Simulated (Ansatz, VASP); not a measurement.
One calculation of Be3Cd2S, two programs

```
Be Cd S
1.0
     2.69129    1.55382    3.47157
    -2.69129    1.55382    3.47157
     0.00000   -3.10763    3.47157
Be Cd S
3 2 1
Cartesian
  -1.3456 0.7769 1.7358
  1.3456 0.7769 1.7358
  0.0000 -1.5538 1.7358
  0.0000 0.0000 6.5741
  0.0000 0.0000 3.8406
  0.0000 0.0000 0.0000
```

Change from the starting cell: species swapped into the Tb2FeCo3 type (R-3m, No. 166).

Alike in both runs: functional PBE; k mesh 12 × 12 × 12; occupations gaussian, width 0.1 eV; no spin polarisation.

Ansatz relaxed the structure, and its values are those at the end. VASP's run is a single point on that final structure, the one shown.

|  | VASP | Ansatz |
| --- | --- | --- |
| version | VASP 6.6.1 | Ansatz 0.2.0 |
| potentials or method | VASP PAW PBE potentials, release 64 (Be, Cd, S), cutoff 520 eV | scalar-relativistic, plane waves, PAW |
| valence electrons in the cell | 36 | 52 |

Ansatz gave:

| Property | Result |
| --- | --- |
| gap on the k mesh at the Fermi level (eV) | none |
| pressure (GPa) | 0.0 |
| rms of the force components (eV/Å) | 0.000 |

Question: Estimate VASP's values.

Answer: gap on the k mesh at the Fermi level (eV): none; pressure (GPa): 0.2; rms of the force components (eV/Å): 0.006.

A gap of «none» marks a metal or a gap that the smearing closes. VASP's potentials hold 36 valence electrons a cell and Ansatz's 52, so a difference there can come from the potentials and not from the codes.
